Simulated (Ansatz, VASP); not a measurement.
# NaH in VASP and in Ansatz

INCAR

```
SYSTEM = NaH
  PREC = Accurate
  ENCUT = 500
  EDIFF = 1E-6
  ISMEAR = 0
  SIGMA = 0.01
  LREAL = .False.
  LASPH = .True.
  NELM = 120
  ALGO = Normal
  ISIF = 2
  LWAVE = .False.
  LCHARG = .False.
  NBANDS = 11
  GGA_COMPAT = .False.
```

Contents of KPOINTS:

```
Automatic mesh
0
Gamma
  8 8 8
  0 0 0
```

Contents of POSCAR:

```
NaH
1.0
    0.0000000000      2.3455367674      2.3455367674
    2.3455367674      0.0000000000      2.3455367674
    2.3455367674      2.3455367674      0.0000000000
Na H
1 1
Direct
   -0.0021317082     -0.0021317082     -0.0021317082
    0.5000000000      0.5000000000      0.5000000000
```

Input for Ansatz:

```yaml
crystal:
  lattice:
    - [0.0, 2.34553676738, 2.34553676738]
    - [2.34553676738, 0.0, 2.34553676738]
    - [2.34553676738, 2.34553676738, 0.0]
  atoms:
    - { symbol: Na, position: [-0.002131708217, -0.002131708217, -0.002131708217] }
    - { symbol: H, position: [0.5, 0.5, 0.5] }
kpoints:
  mp_grid: { grid: [8, 8, 8] }
scf:
  occupations: { method: fixed }
  convergence: { dr2_threshold: 1.0e-10 }
hamiltonian:
  xc: lda
  pseudopotentials: { kind: paw }
output:
  forces: true
  stress: true
  eigenstates:
    kpoints:
      - [0.0, 0.0, 0.0]
      - [0.0, -0.5, 0.0]
      - [-0.5, 0.0, 0.0]
      - [0.0, 0.0, -0.5]
      - [-0.5, -0.5, -0.5]
      - [-0.25, -0.5, -0.75]
      - [-0.5, -0.25, -0.75]
      - [-0.25, -0.75, -0.5]
      - [-0.5, 0.0, -0.5]
      - [0.0, -0.5, -0.5]
      - [-0.5, -0.5, 0.0]
  eigenvalues: true
```

Change from the starting cell: atom 1 moved by [-0.01, -0.01, -0.01] A, PAW files.

Alike in both runs: task single point; functional LDA; k mesh 8 × 8 × 8; no spin polarisation.

|  | VASP | Ansatz |
| --- | --- | --- |
| version | VASP 6.6.1 | Ansatz 0.2.0 |
| potentials or method | VASP PAW LDA potentials, release 64 (Na_pv, H) | PAW with Ansatz's default frozen-core files, scalar-relativistic |
| plane-wave cutoff (eV) | 500 | 420 |
| occupations | gaussian, width 0.01 eV | fixed |
| valence electrons in the cell | 8 | 10 |

```csv
,VASP,Ansatz,Ansatz less VASP
gap on the k mesh at the Fermi level (eV),3.54,3.55,+0.002
pressure (GPa),-0.1,0.0,+0.10
rms of the force components (eV/Å),0.011,0.011,-0.0002
```

LDA's correlation is that of Perdew and Zunger in VASP and of Perdew and Wang (1992) in Ansatz. Atom by atom the forces differ by 0.000 eV/Å (rms over components). VASP's potentials hold 8 valence electrons a cell and Ansatz's 10, so a difference there can come from the potentials and not from the codes.
